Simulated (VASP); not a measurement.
# Si in VASP: notebook

Runs on Si. Level: PBE+D3(BJ). Tasks: single point.

Program: VASP 6.6.1. These are calculated values, not measurements. Logs are shortened: lines on timing, memory, paths and dates and some standing lists are left out, and cuts for length are marked.

**1. The cell of the first run**

The cell holds a slab with vacuum, 4 atoms: a = 3.847 Å, b = 3.847 Å, c = 18.445 Å, α = 90.00°, β = 90.00°, γ = 120.00°.

**2. Single point, PBE+D3(BJ)**

The input, INCAR:

```
SYSTEM = Si
PREC = Accurate
ENCUT = 520
EDIFF = 1E-7
ISMEAR = 0
SIGMA = 0.1
LREAL = .FALSE.
LASPH = .TRUE.
NELM = 80
ALGO = Normal
ISIF = 2
LWAVE = .FALSE.
LCHARG = .FALSE.
LDIPOL = .TRUE.
IDIPOL = 3
DIPOL = 0.5 0.5 0.372
GGA = PE
IVDW = 12
NBANDS = 16
```

The input, KPOINTS:

```
regular mesh
0
G
  9 9 1
  0 0 0
```

The input, POSCAR:

```
Si
1.0
    3.8472023583      0.0000000000      0.0000000000
   -1.9236011791      3.3317749758      0.0000000000
    0.0000000000      0.0000000000     18.4446971457
Si
4
Direct
    0.3333333333      0.6666666667      0.2695814701
    0.6666666667      0.3333333333      0.2439725610
    0.1111111111      0.8888888889      0.4995851693
    0.4444444444      0.5555555556      0.4739762602
```

Potentials or basis: VASP PAW PBE potentials, release 64 (Si).

On the command line:

```console
$ cat potpaw_PBE.64/Si/POTCAR > POTCAR
$ mpirun -np 1 vasp_std > vasp.out
```

OUTCAR:

```text
SYSTEM = Si
   PREC = Accurate
   ENCUT = 520
   EDIFF = 1E-7
   ISMEAR = 0
   LREAL = .FALSE.
   LASPH = .TRUE.
   NELM = 80
   ISIF = 2
   GGA = PE
   IVDW = 12
 IVDW          = 12

 ion  position               nearest neighbor table
   1  0.333  0.667  0.270-   2 2.27   2 2.27   2 2.27
   2  0.667  0.333  0.244-   1 2.27   1 2.27   1 2.27
   3  0.111  0.889  0.500-   4 2.27   4 2.27   4 2.27
   4  0.444  0.556  0.474-   3 2.27   3 2.27   3 2.27

  LATTYP: Found a hexagonal cell.
 ALAT       =     3.8472023583
 C/A-ratio  =     4.7943142647

  Lattice vectors:

 A1 = (   3.8472023583,   0.0000000000,   0.0000000000)
 A2 = (  -1.9236011791,   3.3317749758,   0.0000000000)
 A3 = (   0.0000000000,   0.0000000000,  18.4446971457)

Analysis of symmetry for initial positions (statically):
=====================================================================
 Subroutine PRICEL returns:
 Original cell was already a primitive cell.

 Routine SETGRP: Setting up the symmetry group for a
 hexagonal supercell.

 Subroutine GETGRP returns: Found  4 space group operations
 (whereof  2 operations were pure point group operations)
 out of a pool of 24 trial point group operations.

The static configuration has the point symmetry C_1h.
 The point group associated with its full space group is C_2h.

Analysis of symmetry for dynamics (positions and initial velocities):
=====================================================================
 Subroutine PRICEL returns:
 Original cell was already a primitive cell.

 Routine SETGRP: Setting up the symmetry group for a
 hexagonal supercell.

 Subroutine GETGRP returns: Found  4 space group operations
 (whereof  2 operations were pure point group operations)
 out of a pool of 24 trial point group operations.

The dynamic configuration has the point symmetry C_1h.
 The point group associated with its full space group is C_2h.

 Subroutine INISYM returns: Found  4 space group operations
 (whereof  2 operations are pure point group operations),
 and found     1 'primitive' translations

----------------------------------------------------------------------------------------

                                     Primitive cell

  volume of cell :     236.4244

  direct lattice vectors                    reciprocal lattice vectors
     3.847202358  0.000000000  0.000000000     0.259929140  0.150070159  0.000000000
[... 99 lines left out ...]
   PSTRESS=    0.0 pullay stress
   NELECT =      16.0000    total number of electrons
   NUPDOWN=      -1.0000    fix difference up-down
   EMIN   =  10.00;   EMAX   =-10.00  energy-range for DOS
   EFERMI =   0.00;   METHOD = LEGACY
   ISMEAR =     0;   SIGMA  =   0.10  broadening in eV -4-tet -1-fermi 0-gaus
   EFERMI_NEDOS =   21; number of points for ismear=-14 and -15
   IALGO  =     38    algorithm
   IMIX   =      4    mixing-type and parameters
     AMIX     =   0.40;   BMIX     =  1.00
     AMIX_MAG =   1.60;   BMIX_MAG =  1.00
  volume/ion in A,a.u.               =      59.11       398.87
  Fermi-wavevector in a.u.,A,eV,Ry     =   0.667141  1.260713  6.055636  0.445077
  Thomas-Fermi vector in A             =   1.741657
   LORBIT       =      0    0 simple, 1 ext, 2 COOP (PROOUT), +10 PAW based schemes
   GGA     = PE    functional components
   LHFCALC =     F    Hartree Fock is set to
   AEXX    =    0.0000 exact exchange contribution
   IVDW    =    12    specifies the selected vdW correction
   LEPSILON=     F    determine dielectric tensor
   LRPA    =     F    only Hartree local field effects (RPA)
 non-spin polarized calculation
 Gauss-broadening in eV      SIGMA  =   0.10
  energy-cutoff  :      520.00
  volume of cell :      236.42
 maximum number of plane-waves:      6399
 NGX is ok and might be reduce to    30
   NGX = 15   NGY = 15   NGZ = 69

 dipolmoment           0.000000      0.000000      0.000013 electrons x Angstroem

 number of electron      16.0000001 magnetization

 dipolmoment           0.000000      0.000000     -0.000000 electrons x Angstroem

 Free energy of the ion-electron system (eV)
  ---------------------------------------------------
  ext. energy  EPLUGINS =         0.00000000
  ---------------------------------------------------
  free energy    TOTEN  =       -19.21217971 eV

  energy without entropy =      -19.21172152  energy(sigma->0) =      -19.21195061

 E-fermi :  -1.0276     XC(G=0):  -4.1930

 val. band max:       -1.1619789560   @ k =   0.3333   0.3333   0.0000
 cond. band min:      -0.8932424386   @ k =   0.3333   0.3333   0.0000
 fundamental gap:      0.2687365174
 Fermi energy:        -1.0276098798

 k-point     1 :       0.0000    0.0000    0.0000
  band No.  band energies     occupation
      1     -12.1915      2.00000
      2     -12.0490      2.00000
      3      -4.7534      2.00000
      4      -3.6732      2.00000
      5      -2.2216      2.00000
      6      -2.2035      2.00000
[... 433 lines left out ...]
      3      -8.1393      2.00000
      4      -8.0179      2.00000
      5      -5.1023      2.00000
      6      -5.0334      2.00000
[... 8 lines left out ...]
     15       4.7776      0.00000
     16       5.1221      0.00000

 [... further k-points ...]

------------------------ aborting loop because EDIFF is reached ----------------------------------------

 vacuum level on the upper side and lower side of the slab       (xc-potential included)        -0.087        -0.087

 Edisp (eV)   -0.99711

 E8    (eV) :    -0.4240

  FORCE on cell =-STRESS in cart. coord.  units (eV):
  Direction    XX          YY          ZZ          XY          YZ          ZX
  --------------------------------------------------------------------------------------
  -------------------------------------------------------------------------------------
  Total      -0.08047    -0.10700    -1.12573    -0.02298     0.12526    -0.21695
  in kB      -0.54533    -0.72514    -7.62871    -0.15572     0.84882    -1.47021
  external pressure =       -2.97 kB  Pullay stress =        0.00 kB

 VOLUME and BASIS-vectors are now :
 -----------------------------------------------------------------------------
  energy-cutoff  :      520.00
  volume of cell :      236.42
      direct lattice vectors                 reciprocal lattice vectors
     3.847202358  0.000000000  0.000000000     0.259929140  0.150070159  0.000000000
    -1.923601179  3.331774976  0.000000000     0.000000000  0.300140318  0.000000000
     0.000000000  0.000000000 18.444697146     0.000000000  0.000000000  0.054216125

 POSITION                                       TOTAL-FORCE (eV/Angst)
 -----------------------------------------------------------------------------------
     -0.00000      2.22118      4.97235         0.039634     -0.022883      0.268996
      1.92360      1.11059      4.50000         0.014270     -0.008239      0.018889
     -1.28240      2.96158      9.21470        -0.014270      0.008239     -0.018889
      0.64120      1.85099      8.74235        -0.039634      0.022883     -0.268996
 -----------------------------------------------------------------------------------
    total drift:                               -0.000000      0.000000     -0.000000

  FREE ENERGIE OF THE ION-ELECTRON SYSTEM (eV)
  ---------------------------------------------------
  free  energy   TOTEN  =       -20.2092883359 eV

  energy  without entropy=      -20.2088301445  energy(sigma->0) =      -20.20905924

 vacuum level on the upper side and lower side of the slab         3.546         3.546
```

stdout:

```text
POSCAR found type information on POSCAR Si
 POSCAR found :  1 types and       4 ions
 scaLAPACK will be used
 LDA part: xc-table for (Slater+PW92), standard interpolation
 POSCAR, INCAR and KPOINTS ok, starting setup
 FFT: planning ... GRIDC
 FFT: planning ... GRID_SOFT
 FFT: planning ... GRID
 WAVECAR not read
 entering main loop
```

It took 90 s on 1 thread of AMD EPYC 9R45 (Zen 5), shared host; peak memory 0.34 GiB.

What came out:

* Free energy: -20.2093 eV
* Largest force: 0.273 eV/Å
* Band gap on the k mesh: 0.27 eV, direct
* Dispersion energy per atom: -0.249 eV

Forces on the atoms (eV/Å):
```
Si   0.040 -0.023  0.269
Si   0.014 -0.008  0.019
Si  -0.014  0.008 -0.019
Si  -0.040  0.023 -0.269
```

**3. Single point, PBE+D3(BJ)**

The input, INCAR:

```
PREC = Accurate ; ENCUT = 520
EDIFF = 1E-6 ; ISMEAR = 0
SIGMA = 0.1 ; LREAL = F
LASPH = T ; NELM = 100
ALGO = Normal ; ISIF = 2
LWAVE = F ; LCHARG = F
LDIPOL = T ; IDIPOL = 3
DIPOL = 0.5 0.5 0.386 ; GGA = PE
IVDW = 12 ; NBANDS = 16
```

The input, KPOINTS:

```
regular mesh
0
Gamma
  9 9 1
```

Changes to POSCAR since step 2:

```diff
@@ -10,3 +10,3 @@
     0.6666666667      0.3333333333      0.2439725610
-    0.1111111111      0.8888888889      0.4995851693
-    0.4444444444      0.5555555556      0.4739762602
+    0.1111111111      0.8888888889      0.5283197153
+    0.4444444444      0.5555555556      0.5027108062
```

Potentials or basis: VASP PAW PBE potentials, release 64 (Si).

On the command line:

```console
$ cat potpaw_PBE.64/Si/POTCAR > POTCAR
$ mpirun -np 1 vasp_std > vasp.out
```

OUTCAR:

```text
PREC = Accurate
   ENCUT = 520
   EDIFF = 1E-6
   ISMEAR = 0
   LREAL = F
   LASPH = T
   NELM = 100
   ISIF = 2
   GGA = PE
   IVDW = 12
 IVDW          = 12

 ion  position               nearest neighbor table
   1  0.333  0.667  0.270-   2 2.27   2 2.27   2 2.27
   2  0.667  0.333  0.244-   1 2.27   1 2.27   1 2.27
   3  0.111  0.889  0.528-   4 2.27   4 2.27   4 2.27
   4  0.444  0.556  0.503-   3 2.27   3 2.27   3 2.27

  LATTYP: Found a hexagonal cell.
 ALAT       =     3.8472023583
 C/A-ratio  =     4.7943142647

  Lattice vectors:
[... 664 lines left out ...]
  --------------------------------------------------------------------------------------
  -------------------------------------------------------------------------------------
  Total      -0.08949    -0.09917    -0.82863    -0.00839     0.04306    -0.07457
  in kB      -0.60642    -0.67206    -5.61537    -0.05684     0.29178    -0.50537
  external pressure =       -2.30 kB  Pullay stress =        0.00 kB

 VOLUME and BASIS-vectors are now :
 -----------------------------------------------------------------------------
  energy-cutoff  :      520.00
  volume of cell :      236.42
      direct lattice vectors                 reciprocal lattice vectors
     3.847202358  0.000000000  0.000000000     0.259929140  0.150070159  0.000000000
    -1.923601179  3.331774976  0.000000000     0.000000000  0.300140318  0.000000000
     0.000000000  0.000000000 18.444697146     0.000000000  0.000000000  0.054216125

 POSITION                                       TOTAL-FORCE (eV/Angst)
 -----------------------------------------------------------------------------------
     -0.00000      2.22118      4.97235         0.012544     -0.007242      0.137533
      1.92360      1.11059      4.50000         0.003890     -0.002246      0.040679
     -1.28240      2.96158      9.74470        -0.003890      0.002246     -0.040679
      0.64120      1.85099      9.27235        -0.012544      0.007242     -0.137533
 -----------------------------------------------------------------------------------
    total drift:                               -0.000000      0.000000     -0.000006

  FREE ENERGIE OF THE ION-ELECTRON SYSTEM (eV)
  ---------------------------------------------------
  free  energy   TOTEN  =       -20.0875946076 eV

  energy  without entropy=      -20.0858507443  energy(sigma->0) =      -20.08672268

 vacuum level on the upper side and lower side of the slab         3.499         3.499
```

It took 97 s on 1 thread of AMD EPYC 9R45 (Zen 5), shared host; peak memory 0.33 GiB.

What came out:

| Property | Result |
| --- | --- |
| Free energy | -20.0876 eV |
| Largest force | 0.138 eV/Å |
| Band gap on the k mesh | 0.14 eV, direct |
| Dispersion energy per atom | -0.231 eV |

Forces on the atoms (eV/Å):
```
Si   0.013 -0.007  0.138
Si   0.004 -0.002  0.041
Si  -0.004  0.002 -0.041
Si  -0.013  0.007 -0.138
```

**4. Single point, PBE+D3(BJ)**

The input, INCAR:

```
PREC = Accurate
ENCUT = 520
EDIFF = 1E-7
ISMEAR = 0
SIGMA = 0.1
LREAL = False
LASPH = True
NELM = 60
ALGO = Normal
ISIF = 2
LWAVE = False
LCHARG = False
LDIPOL = True
IDIPOL = 3
DIPOL = 0.5 0.5 0.397
GGA = PE
IVDW = 12
NBANDS = 16
```

KPOINTS is that of step 3.

Changes to POSCAR since step 3:

```diff
@@ -10,3 +10,3 @@
     0.6666666667      0.3333333333      0.2439725610
-    0.1111111111      0.8888888889      0.5283197153
-    0.4444444444      0.5555555556      0.5027108062
+    0.4444444444      0.5555555556      0.5500061652
+    0.7777777778      0.2222222222      0.5243972561
```

On the command line:

```console
$ cat potpaw_PBE.64/Si/POTCAR > POTCAR
$ mpirun -np 1 vasp_std > vasp.out
```

It took 84 s on 1 thread of Intel Xeon 6975P-C (Granite Rapids), shared host; peak memory 0.36 GiB.

The run converged. Its results:

- Free energy: -20.0215 eV
- Largest force: 0.066 eV/Å
- Band gap on the k mesh: 0.22 eV, direct
- Dispersion energy per atom: -0.220 eV

Forces in eV/Å, atoms in the order of the input:
```
Si   0.000  0.000  0.066
Si  -0.002  0.001  0.038
Si   0.002 -0.001 -0.038
Si   0.000  0.000 -0.066
```

Levels at points of the mesh, in eV from the valence-band top:
| k point | band 6 | band 7 | band 8 | band 9 | band 10 | band 11 |
| --- | --- | --- | --- | --- | --- | --- |
| (0.00, 0.00, 0.00) | -1.08 | -1.07 | -1.07 | 2.16 | 2.18 | 2.31 |

**5. Single point, PBE+D3(BJ)**

The input, INCAR:

```
SYSTEM = Si
PREC = Accurate ; ENCUT = 520
EDIFF = 1E-7 ; ISMEAR = 0
SIGMA = 0.1 ; LREAL = .FALSE.
LASPH = .TRUE. ; NELM = 80
ALGO = Normal ; ISIF = 2
LWAVE = .FALSE. ; LCHARG = .FALSE.
LDIPOL = .TRUE. ; IDIPOL = 3
DIPOL = 0.5 0.5 0.364 ; GGA = PE
IVDW = 12 ; NBANDS = 16
```

The input, KPOINTS:

```
regular mesh
0
G
  9 9 1
  0 0 0
```

Changes to POSCAR since step 4:

```diff
@@ -10,3 +10,3 @@
     0.6666666667      0.3333333333      0.2439725610
-    0.4444444444      0.5555555556      0.5500061652
-    0.7777777778      0.2222222222      0.5243972561
+    0.8888888889      0.1111111111      0.4849468156
+    1.2222222222     -0.2222222222      0.4593379065
```

On the command line:

```console
$ cat potpaw_PBE.64/Si/POTCAR > POTCAR
$ mpirun -np 1 vasp_std > vasp.out
```

Wall time 84 s (1 thread of Intel Xeon 6975P-C (Granite Rapids), shared host); peak memory 0.37 GiB.

Results (log left out):

| Item | Value |
| --- | --- |
| Free energy | -20.2966 eV |
| Largest force | 0.381 eV/Å |
| Band gap on the k mesh | 0.25 eV, direct |
| Dispersion energy per atom | -0.261 eV |

Forces on the atoms (eV/Å):
```
Si  -0.067  0.039  0.373
Si  -0.018  0.010 -0.021
Si   0.018 -0.010  0.021
Si   0.067 -0.039 -0.373
```

Levels at points of the mesh, in eV from the valence-band top:
```
           k point  band 6  band 7  band 8  band 9  band 10  band 11
(0.00, 0.00, 0.00)   -1.04   -1.04   -0.98    2.09     2.26     2.41
```

**6. Single point, PBE+D3(BJ)**

The input, INCAR:

```
  PREC = Accurate
  ENCUT = 520
  EDIFF = 1E-6
  ISMEAR = 0
  SIGMA = 0.1
  LREAL = F
  LASPH = T
  NELM = 100
  ALGO = Normal
  ISIF = 2
  LWAVE = F
  LCHARG = F
  LDIPOL = T
  IDIPOL = 3
  DIPOL = 0.5 0.5 0.379
  GGA = PE
  IVDW = 12
  NBANDS = 16
```

The input, KPOINTS:

```
Automatic mesh
0
Gamma
  9 9 1
```

Changes to POSCAR since step 5:

```diff
@@ -10,3 +10,3 @@
     0.6666666667      0.3333333333      0.2439725610
-    0.8888888889      0.1111111111      0.4849468156
-    1.2222222222     -0.2222222222      0.4593379065
+    0.8888888889      0.1111111111      0.5131392004
+    1.2222222222     -0.2222222222      0.4875302913
```

Potentials or basis: VASP PAW PBE potentials, release 64 (Si).

On the command line:

```console
$ cat potpaw_PBE.64/Si/POTCAR > POTCAR
$ mpirun -np 1 vasp_std > vasp.out
```

Wall time 73 s (1 thread of Intel Xeon 6975P-C (Granite Rapids), shared host); peak memory 0.36 GiB.

The run converged. Its results:

| Quantity | Value |
| --- | --- |
| Free energy | -20.1455 eV |
| Largest force | 0.198 eV/Å |
| Band gap on the k mesh | 0.13 eV, direct |
| Dispersion energy per atom | -0.240 eV |

Forces in eV/Å, atoms in the order of the input:
```
Si  -0.025  0.015  0.196
Si  -0.002  0.001  0.037
Si   0.002 -0.001 -0.037
Si   0.025 -0.015 -0.196
```

Levels at points of the mesh, in eV from the valence-band top:
```csv
k point,band 5,band 6,band 7,band 8,band 9,band 10,band 11,band 12
"(0.00, 0.00, 0.00)",-1.13,-1.11,-1.11,-1.09,2.10,2.16,2.26,3.10
```
